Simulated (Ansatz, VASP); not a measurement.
One calculation of K, two programs

```
K
1.0
     0.00000    4.75269    4.75269
     4.75269    0.00000    4.75269
     4.75269    4.75269    0.00000
K
2
Cartesian
  1.1882 1.1882 1.1882
  8.3172 8.3172 8.3172
```

Alike in both runs: task single point; functional PBE; k mesh 9 × 9 × 9; occupations fermi-dirac, width 0.1 eV; no spin polarisation.

|  | VASP | Ansatz |
| --- | --- | --- |
| version | VASP 6.6.1 | Ansatz 0.2.0 |
| potentials or method | VASP PAW PBE potentials, release 64 (K_sv), cutoff 520 eV | plane waves (420 eV) with PAW, scalar-relativistic |
| valence electrons in the cell | 18 | 18 |

Ansatz gave:

- pressure (GPa): 0.1

**Question.** Which values does VASP return?

**Answer.** Pressure (GPa): 0.0.
